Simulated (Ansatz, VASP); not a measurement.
SiO2 in VASP and in Ansatz

```
CELL_PARAMETERS angstrom
4.05540 0.00000 0.00000
0.00000 4.05540 0.00000
0.00000 0.00000 2.66131
ATOMIC_POSITIONS crystal
Si 0.50000 0.50000 0.50000
Si 0.00000 0.00000 0.00000
O 0.69443 0.69443 0.00000
O 0.19443 0.80557 0.50000
O 0.30557 0.30557 0.00000
O 0.80557 0.19443 0.50000
```

Alike in both runs: task single point; functional LDA; k mesh 6 × 6 × 8; occupations gaussian, width 0.05 eV; no spin polarisation.

|  | VASP | Ansatz |
| --- | --- | --- |
| version | VASP 6.6.1 | Ansatz 0.2.0 |
| potentials or method | VASP PAW LDA potentials, release 64 (Si, O), cutoff 520 eV | scalar-relativistic, plane waves, PAW |
| valence electrons in the cell | 32 | 32 |

```csv
,VASP,Ansatz,Ansatz less VASP
gap on the k mesh at the Fermi level (eV),6.23,6.28,+0.047
least direct gap on the mesh (eV),6.23,6.28,+0.047
pressure (GPa),18.3,17.1,-1.26
"traceless stress, the component that is largest in VASP (GPa)",-5.56,-6.18,-0.613
rms of the force components (eV/Å),0.208,0.195,-0.0123
```

Ansatz warns that its potentials were made for another functional, while VASP's fit it. LDA's correlation is that of Perdew and Zunger in VASP and of Perdew and Wang (1992) in Ansatz. Atom by atom the forces differ by 0.012 eV/Å (rms over components).
